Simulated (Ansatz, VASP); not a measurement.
**MgO: VASP beside Ansatz**

```
Mg O
1.0
     0.00000    2.12450    2.12450
     2.12450    0.00000    2.12450
     2.12450    2.12450    0.00000
Mg O
1 1
Direct
  0.00000 0.00000 0.00000
  0.50000 0.50000 0.50000
```

Alike in both runs: task relaxation of cell and atoms; functional r2SCAN; k mesh 10 × 10 × 10; occupations gaussian, width 0.02 eV; no spin polarisation.

```csv
,VASP,Ansatz
version,VASP 6.6.1,Ansatz 0.2.0
potentials or method,"VASP PAW PBE potentials, release 64 (Mg, O), cutoff 600 eV","scalar-relativistic, plane waves, PAW"
valence electrons in the cell,8,16
```

Ansatz gave:

```
gap on the k mesh at the Fermi level, each at its own relaxed structure (eV) : 5.68
relaxed volume (Å³/atom)                                                     : 9.31
relaxed cell length with the largest relative difference (Å)                 : 2.975
```

Q: Estimate VASP's values.

A: gap on the k mesh at the Fermi level, each at its own relaxed structure (eV): 5.75; relaxed volume (Å³/atom): 9.21; relaxed cell length with the largest relative difference (Å): 2.965.

VASP's potentials were made for PBE, not for r2SCAN. VASP's potentials hold 8 valence electrons a cell and Ansatz's 16, so a difference there can come from the potentials and not from the codes.
